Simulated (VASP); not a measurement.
# Ba (Fm-3m) in VASP: single point with PBEsol

Aim: the single point of Ba with PBEsol.

Everything below comes from runs of VASP 6.6.1. Logs are shortened: lines on timing, memory, paths and dates and some standing lists are left out, and cuts for length are marked.

### 1 The cell of the first run

Symmetry: Fm-3m, No. 225, cubic system. The conventional cell has a = 6.134 Å, b = 6.134 Å, c = 6.134 Å, α = 90.00°, β = 90.00°, γ = 90.00°. Within 5.7 Å of Ba (site symmetry m-3m) lie 12 Ba at 4.34 Å.

### 2 Single point, PBEsol

INCAR

```
SYSTEM = Ba
PREC     = Accurate       ! precision mode
ENCUT    = 520            ! plane-wave cutoff, eV
EDIFF    = 1E-6           ! SCF threshold, eV
ISMEAR   = -1             ! smearing method
SIGMA    = 0.05           ! smearing width, eV
LREAL    = .False.        ! projectors in reciprocal space
LASPH    = .True.         ! aspherical terms in the spheres
NELM     = 60             ! most SCF steps
ALGO     = Normal         ! electronic algorithm
ISIF     = 2              ! what is computed and relaxed
LWAVE    = .False.        ! write WAVECAR
LCHARG   = .False.        ! write CHGCAR
GGA      = PS             ! functional
NBANDS   = 28             ! bands
```

KPOINTS

```
regular mesh
0
Gamma
  4 4 4
  0 0 0
```

POSCAR

```
Ba
1.0
    6.1336541132      0.0000000000      0.0000000000
    0.0000000000      6.1336541132      0.0000000000
    0.0000000000      0.0000000000      6.1336541132
Ba
4
Direct
    0.0000000000      0.0000000000      0.0000000000
    0.0000000000      0.5000000000      0.5000000000
    0.5000000000      0.0000000000      0.5000000000
    0.5000000000      0.5000000000      0.0000000000
```

Potentials or basis: VASP PAW PBE potentials, release 64 (Ba_sv).

Launch:

```
$ cat potpaw_PBE.64/Ba_sv/POTCAR > POTCAR
$ mpirun -np 1 vasp_std > vasp.out
```

OUTCAR:

```text
SYSTEM = Ba
   PREC = Accurate
   ENCUT = 520
   EDIFF = 1E-6
   ISMEAR = -1
   LREAL = .False.
   LASPH = .True.
   NELM = 60
   ISIF = 2
   GGA = PS

 ion  position               nearest neighbor table
   1  0.000  0.000  0.000-   2 4.34   3 4.34   4 4.34   2 4.34   3 4.34   2 4.34   4 4.34   2 4.34
                             3 4.34   4 4.34   3 4.34   4 4.34
   2  0.000  0.500  0.500-   1 4.34   3 4.34   4 4.34   1 4.34   4 4.34   1 4.34   3 4.34   1 4.34
                             3 4.34   4 4.34   4 4.34   3 4.34
   3  0.500  0.000  0.500-   1 4.34   2 4.34   4 4.34   1 4.34   4 4.34   2 4.34   4 4.34   4 4.34
                             1 4.34   2 4.34   1 4.34   2 4.34
   4  0.500  0.500  0.000-   1 4.34   2 4.34   3 4.34   2 4.34   3 4.34   1 4.34   3 4.34   3 4.34
                             1 4.34   2 4.34   2 4.34   1 4.34

  LATTYP: Found a simple cubic cell.
 ALAT       =     6.1336541132

  Lattice vectors:

 A1 = (   6.1336541132,   0.0000000000,   0.0000000000)
 A2 = (   0.0000000000,   6.1336541132,   0.0000000000)
 A3 = (   0.0000000000,   0.0000000000,   6.1336541132)

Analysis of symmetry for initial positions (statically):
=====================================================================
 Subroutine PRICEL returns following result:

  LATTYP: Found a face centered cubic cell.
 ALAT       =     6.1336541132

  Lattice vectors:

 A1 = (   3.0668270566,  -3.0668270566,   0.0000000000)
 A2 = (   3.0668270566,   0.0000000000,   3.0668270566)
 A3 = (   0.0000000000,  -3.0668270566,   3.0668270566)

   4 primitive cells build up your supercell.

 Routine SETGRP: Setting up the symmetry group for a
 simple cubic supercell.

 Subroutine GETGRP returns: Found 48 space group operations
 (whereof 48 operations were pure point group operations)
 out of a pool of 48 trial point group operations.

The static configuration has the point symmetry O_h .

Analysis of symmetry for dynamics (positions and initial velocities):
=====================================================================
 Subroutine PRICEL returns following result:

  LATTYP: Found a face centered cubic cell.
 ALAT       =     6.1336541132

  Lattice vectors:

 A1 = (   3.0668270566,  -3.0668270566,   0.0000000000)
 A2 = (   3.0668270566,   0.0000000000,   3.0668270566)
 A3 = (   0.0000000000,  -3.0668270566,   3.0668270566)

   4 primitive cells build up your supercell.

 Routine SETGRP: Setting up the symmetry group for a
 simple cubic supercell.

 Subroutine GETGRP returns: Found 48 space group operations
 (whereof 48 operations were pure point group operations)
 out of a pool of 48 trial point group operations.

The dynamic configuration has the point symmetry O_h .

 Subroutine INISYM returns: Found 48 space group operations
 (whereof 48 operations are pure point group operations),
 and found     4 'primitive' translations

----------------------------------------------------------------------------------------

                                     Primitive cell

  volume of cell :      57.6896

  direct lattice vectors                    reciprocal lattice vectors
     3.066827057 -3.066827057  0.000000000     0.163034951 -0.163034951 -0.163034951
     3.066827057  0.000000000  3.066827057     0.163034951  0.163034951  0.163034951
     0.000000000 -3.066827057  3.066827057    -0.163034951 -0.163034951  0.163034951

  length of vectors
     4.337148417  4.337148417  4.337148417     0.282384819  0.282384819  0.282384819

  position of ions in fractional coordinates (direct lattice)
     0.000000000  0.000000000  0.000000000

  ion indices of the primitive-cell ions
   primitive index   ion index
                 1           1

----------------------------------------------------------------------------------------

 KPOINTS: regular mesh

Automatic generation of k-mesh.
 Grid dimensions read from file:
 generate k-points for:    4    4    4

 Generating k-lattice:

  Cartesian coordinates                     Fractional coordinates (reciprocal lattice)
     0.040758738  0.000000000  0.000000000     0.250000000  0.000000000  0.000000000
     0.000000000  0.040758738  0.000000000     0.000000000  0.250000000  0.000000000
     0.000000000  0.000000000  0.040758738     0.000000000  0.000000000  0.250000000

  Length of vectors
     0.040758738  0.040758738  0.040758738

  Shift w.r.t. Gamma in fractional coordinates (k-lattice)
     0.000000000  0.000000000  0.000000000

 Subroutine IBZKPT returns following result:
 ===========================================

 Found     10 irreducible k-points:

 Following reciprocal coordinates:
            Coordinates               Weight
  0.000000  0.000000  0.000000      1.000000
  0.250000  0.000000  0.000000      6.000000
  0.500000  0.000000  0.000000      3.000000
  0.250000  0.250000  0.000000     12.000000
  0.500000  0.250000  0.000000     12.000000
  0.500000  0.500000  0.000000      3.000000
  0.250000  0.250000  0.250000      8.000000
  0.500000  0.250000  0.250000     12.000000
  0.500000  0.500000  0.250000      6.000000
  0.500000  0.500000  0.500000      1.000000
   k-points           NKPTS =     10   k-points in BZ     NKDIM =     10   number of bands    NBANDS=     28
   number of dos      NEDOS =    301   number of ions     NIONS =      4
   total plane-waves  NPLWV = 110592
   dimension x,y,z NGX =    48 NGY =   48 NGZ =   48
   dimension x,y,z NGXF=    96 NGYF=   96 NGZF=   96
   ions per type =               4
   NGX,Y,Z   is equivalent  to a cutoff of  13.01, 13.01, 13.01 a.u.
   NGXF,Y,Z  is equivalent  to a cutoff of  26.02, 26.02, 26.02 a.u.
 SYSTEM =  Ba
   PREC   = accura    normal or accurate (medium, high low for compatibility)
   ISTART =      0    job   : 0-new  1-cont  2-samecut
   ICHARG =      2    charge: 1-file 2-atom 10-const
   ISPIN  =      1    spin polarized calculation?
   LNONCOLLINEAR =      F non collinear calculations
   LSORBIT =      F    spin-orbit coupling
   LASPH  =      T    aspherical Exc in radial PAW
   ENCUT  =  520.0 eV  38.22 Ry    6.18 a.u.  11.40 11.40 11.40*2*pi/ulx,y,z
   NELM   =     60;   NELMIN=  2; NELMDL= -5     # of ELM steps
   EDIFF  = 0.1E-05   stopping-criterion for ELM
   LREAL  =      F    real-space projection
   EDIFFG = 0.1E-04   stopping-criterion for IOM
   NSW    =      0    number of steps for IOM
   IBRION =     -1    ionic relax: 0-MD 1-quasi-New 2-CG
   NFREE  =      0    steps in history (QN), initial steepest desc. (CG)
   ISIF   =      2    stress and relaxation
   ISYM   =      2    0-nonsym 1-usesym 2-fastsym
   POTIM  = 0.5000    time-step for ionic-motion
   TEBEG  =    0.0;   TEEND  =   0.0 temperature during run
   PSTRESS=    0.0 pullay stress
   NELECT =      40.0000    total number of electrons
   NUPDOWN=      -1.0000    fix difference up-down
   EMIN   =  10.00;   EMAX   =-10.00  energy-range for DOS
   EFERMI =   0.00;   METHOD = LEGACY
   ISMEAR =    -1;   SIGMA  =   0.05  broadening in eV -4-tet -1-fermi 0-gaus
   EFERMI_NEDOS =   21; number of points for ismear=-14 and -15
   IALGO  =     38    algorithm
   IMIX   =      4    mixing-type and parameters
     AMIX     =   0.40;   BMIX     =  1.00
     AMIX_MAG =   1.60;   BMIX_MAG =  1.00
  volume/ion in A,a.u.               =      57.69       389.31
  Fermi-wavevector in a.u.,A,eV,Ry     =   0.912800  1.724942 11.336422  0.833204
  Thomas-Fermi vector in A             =   2.037238
   LORBIT       =      0    0 simple, 1 ext, 2 COOP (PROOUT), +10 PAW based schemes
   GGA     = PS    functional components
   LHFCALC =     F    Hartree Fock is set to
   AEXX    =    0.0000 exact exchange contribution
   IVDW    =     0    specifies the selected vdW correction
   LEPSILON=     F    determine dielectric tensor
   LRPA    =     F    only Hartree local field effects (RPA)
 non-spin polarized calculation
  energy-cutoff  :      520.00
  volume of cell :      230.76
 maximum number of plane-waves:      6239
 NGX is ok and might be reduce to    48
   NGX = 23   NGY = 23   NGZ = 23

 number of electron      39.9999996 magnetization

 Free energy of the ion-electron system (eV)
  ---------------------------------------------------
  ext. energy  EPLUGINS =         0.00000000
  ---------------------------------------------------
  free energy    TOTEN  =        -8.56417501 eV

  energy without entropy =       -8.51289914  energy(sigma->0) =       -8.53853708

 E-fermi :   1.9260     XC(G=0):  -7.7953

 val. band max:        1.8825374259   @ k =   0.2500   0.0000   0.0000
 cond. band min:       2.0019366266   @ k =   0.5000   0.2500   0.0000
 fundamental gap:      0.1193992007
 Fermi energy:         1.9260212230

 k-point     1 :       0.0000    0.0000    0.0000
  band No.  band energies     occupation
      1     -26.8471      2.00000
      2     -26.7678      2.00000
      3     -26.7678      2.00000
      4     -26.7678      2.00000
      5     -12.3026      2.00000
      6     -12.3026      2.00000
[... 20 lines left out ...]
     27       4.3034      0.00000
     28       4.3034      0.00000

 k-point     2 :       0.2500    0.0000    0.0000
  band No.  band energies     occupation
      1     -26.8355      2.00000
      2     -26.7795      2.00000
      3     -26.7677      2.00000
      4     -26.7677      2.00000
      5     -12.2529      2.00000
      6     -12.2529      2.00000
[... 20 lines left out ...]
     27       3.6908      0.00000
     28       3.9737      0.00000

 k-point     3 :       0.5000    0.0000    0.0000
  band No.  band energies     occupation
      1     -26.8076      2.00000
      2     -26.8076      2.00000
      3     -26.7677      2.00000
      4     -26.7677      2.00000
      5     -12.1294      2.00000
      6     -12.1294      2.00000
[... 182 lines left out ...]
      3     -26.7874      2.00000
      4     -26.7874      2.00000
      5     -12.2792      2.00000
      6     -12.2792      2.00000
[... 20 lines left out ...]
     27       3.3226      0.00000
     28       3.3226      0.00000

 k-point    10 :       0.5000    0.5000    0.5000
  band No.  band energies     occupation
      1     -26.7873      2.00000
      2     -26.7873      2.00000
      3     -26.7873      2.00000
      4     -26.7873      2.00000
      5     -12.3441      2.00000
      6     -12.3441      2.00000
[... 20 lines left out ...]
     27       3.5621      0.00000
     28       3.5621      0.00000

------------------------ aborting loop because EDIFF is reached ----------------------------------------

  FORCE on cell =-STRESS in cart. coord.  units (eV):
  Direction    XX          YY          ZZ          XY          YZ          ZX
  --------------------------------------------------------------------------------------
  -------------------------------------------------------------------------------------
  Total        0.0892294      0.0892294      0.0892294     -0.0000000     -0.0000000      0.0000000
  in kB        0.6195279      0.6195279      0.6195279     -0.0000000     -0.0000000      0.0000000
  external PRESSURE =       0.6195279 kB  Pullay stress =       0.0000000 kB

 VOLUME and BASIS-vectors are now :
 -----------------------------------------------------------------------------
  energy-cutoff  :      520.00
  volume of cell :      230.76
      direct lattice vectors                 reciprocal lattice vectors
     6.133654113  0.000000000  0.000000000     0.163034951  0.000000000  0.000000000
     0.000000000  6.133654113  0.000000000     0.000000000  0.163034951  0.000000000
     0.000000000  0.000000000  6.133654113     0.000000000  0.000000000  0.163034951

 POSITION                                       TOTAL-FORCE (eV/Angst)
 -----------------------------------------------------------------------------------
      0.00000      0.00000      0.00000         0.000000      0.000000      0.000000
      0.00000      3.06683      3.06683        -0.000000      0.000000     -0.000000
      3.06683      0.00000      3.06683        -0.000000     -0.000000     -0.000000
      3.06683      3.06683      0.00000        -0.000000     -0.000000     -0.000000
 -----------------------------------------------------------------------------------
    total drift:                                0.000000     -0.000000     -0.000000

  FREE ENERGIE OF THE ION-ELECTRON SYSTEM (eV)
  ---------------------------------------------------
  free  energy   TOTEN  =        -8.5641750135 eV

  energy  without entropy=       -8.5128991387  energy(sigma->0) =       -8.53853708
```

It took 1.7 min on 1 thread of AMD EPYC 7R13, shared host; peak memory 0.29 GiB.

What came out:

| Quantity | Value |
| --- | --- |
| Free energy | -8.5642 eV |
| Pressure | 0.1 GPa |
| Band gap on the k mesh | zero (band 20 reaches 2.00 eV, above the bottom of band 21 at 1.60 eV) |

Caveat: the PAW data sets were made with another functional, which shifts forces and pressure a little; spin-orbit coupling is left out, which moves the levels of the heavy elements.
